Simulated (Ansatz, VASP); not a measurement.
## One calculation of TiC, two programs

```
Ti C
1.0
     0.00000    2.16666    2.16666
     2.16666    0.00000    2.16666
     2.16666    2.16666    0.00000
Ti C
1 1
Direct
  0.00000 0.00000 0.00000
  0.50000 0.50000 0.50000
```

Alike in both runs: functional PBE; k mesh 16 × 16 × 16; occupations fermi-dirac, width 0.15 eV; no spin polarisation.

Ansatz relaxed the structure, and its values are those at the end. VASP's run is a single point on that final structure, the one shown.

|  | VASP | Ansatz |
| --- | --- | --- |
| version | VASP 6.6.1 | Ansatz 0.2.0 |
| potentials or method | VASP PAW PBE potentials, release 64 (Ti_sv, C), cutoff 520 eV | scalar-relativistic, plane waves, PAW |
| valence electrons in the cell | 16 | 16 |

```tsv
	VASP	Ansatz	Ansatz less VASP
gap on the k mesh at the Fermi level (eV)	none	none	-
pressure (GPa)	0.2	0.0	-0.21
```

A gap of «none» marks a metal or a gap that the smearing closes. The functional is the same, so the differences come from potentials, cutoffs and numerics.
